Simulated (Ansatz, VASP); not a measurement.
AlAs in VASP and in Ansatz

File INCAR:

```
SYSTEM = AlAs
ALGO = Normal
EDIFF = 1E-7
EDIFFG = -0.005
ENCUT = 500
GGA = PS
GGA_COMPAT = .FALSE.
IBRION = 2
ISIF = 3
ISMEAR = 0
LASPH = .TRUE.
LCHARG = .FALSE.
LREAL = .FALSE.
LWAVE = .FALSE.
NELM = 120
NELMIN = 4
NSW = 70
PREC = Accurate
SIGMA = 0.02
```

KPOINTS

```
k-points
0
G
  8 8 8
  0 0 0
```

The input POSCAR:

```
AlAs
1.0
    0.0000000000      2.8638066096      2.8638066096
    2.8638066096      0.0000000000      2.8638066096
    2.8638066096      2.8638066096      0.0000000000
Al As
1 1
Direct
    0.0000000000      0.0000000000      0.0000000000
    0.2500000000      0.2500000000      0.2500000000
```

Input for Ansatz:

```yaml
crystal:
  lattice:
    - [0.0, 2.8638066096, 2.8638066096]
    - [2.8638066096, 0.0, 2.8638066096]
    - [2.8638066096, 2.8638066096, 0.0]
  atoms:
    - { symbol: Al, position: [0.0, 0.0, 0.0] }
    - { symbol: As, position: [0.25, 0.25, 0.25] }
basis:
  ecutwfc: 420
kpoints:
  mp_grid: { grid: [8, 8, 8] }
hamiltonian:
  xc: pbesol
scf:
  occupations: { method: gaussian, width: 0.02 }
output:
  forces: true
  stress: true
  eigenvalues: true
relax:
  adjacent_minimum: "off"
  f_tol: 0.005
  max_steps: 50
  cell: { stress_tol: 0.05 }
```

Alike in both runs: task relaxation of cell and atoms; functional PBEsol; k mesh 8 × 8 × 8; occupations gaussian, width 0.02 eV; no spin polarisation.

```csv
,VASP,Ansatz
version,VASP 6.6.1,Ansatz 0.2.0
potentials or method,"VASP PAW PBE potentials, release 64 (Al, As), cutoff 500 eV","scalar-relativistic, plane waves, PAW"
valence electrons in the cell,8,18
```

VASP gave:

* gap on the k mesh at the Fermi level, each at its own relaxed structure (eV): 1.34
* relaxed volume (Å³/atom): 22.93
* relaxed length of the cell vector where the two differ most in proportion (Å): 4.018

Problem. What did Ansatz give for the same quantities?

Solution. gap on the k mesh at the Fermi level, each at its own relaxed structure (eV): 1.34; relaxed volume (Å³/atom): 22.84; relaxed length of the cell vector where the two differ most in proportion (Å): 4.013.

VASP's potentials were made for PBE, not for PBEsol. VASP's potentials hold 8 valence electrons a cell and Ansatz's 18, so a difference there can come from the potentials and not from the codes.
